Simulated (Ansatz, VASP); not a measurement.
# HfC in VASP and in Ansatz

File INCAR:

```
  PREC = Accurate
  ENCUT = 520
  EDIFF = 1E-7
  ISMEAR = 0
  SIGMA = 0.15
  LREAL = F
  LASPH = T
  NELM = 100
  ALGO = Normal
  ISIF = 2
  LWAVE = F
  LCHARG = F
  GGA = PE
  NBANDS = 14
```

File KPOINTS:

```
Automatic mesh
0
Gamma
  18 18 18
```

Contents of POSCAR:

```
HfC
1.0
    0.0000000000      2.3598750000      2.2901250000
    2.3598750000      0.0000000000      2.2901250000
    2.3598750000      2.3598750000      0.0000000000
Hf C
1 1
Direct
    0.5000000000      0.5000000000      0.5000000000
    0.0000000000      0.0000000000      0.0000000000
```

Input for Ansatz:

```yaml
crystal:
  lattice:
    - [0.0, 2.359875, 2.290125]
    - [2.359875, 0.0, 2.290125]
    - [2.359875, 2.359875, 0.0]
  atoms:
    - { symbol: Hf, position: [0.5, 0.5, 0.5] }
    - { symbol: C, position: [0.0, 0.0, 0.0] }
basis:
  ecutwfc: 420
kpoints:
  mp_grid: { grid: [18, 18, 18] }
hamiltonian:
  xc: pbe
scf:
  occupations: { method: gaussian, width: 0.15 }
output:
  forces: true
  stress: true
  eigenvalues: true
```

Change from the starting cell: strain +0.015 along x and y, -0.015 along z, atoms carried along.

Alike in both runs: task single point; functional PBE; k mesh 18 × 18 × 18; occupations gaussian, width 0.15 eV; no spin polarisation.

```csv
,VASP,Ansatz
version,VASP 6.6.1,Ansatz 0.2.0
potentials or method,"VASP PAW PBE potentials, release 64 (Hf_pv, C), cutoff 520 eV","scalar-relativistic, plane waves, PAW"
valence electrons in the cell,14,30
```

```tsv
	VASP	Ansatz	Ansatz less VASP
gap on the k mesh at the Fermi level (eV)	none	none	-
pressure (GPa)	-3.4	-2.7	+0.68
traceless stress, the component that is largest in VASP (GPa)	7.92	7.84	-0.078
```

A gap of «none» marks a metal or a gap that the smearing closes. VASP's potentials hold 14 valence electrons a cell and Ansatz's 30, so a difference there can come from the potentials and not from the codes.

Neither program's run includes spin-orbit coupling.
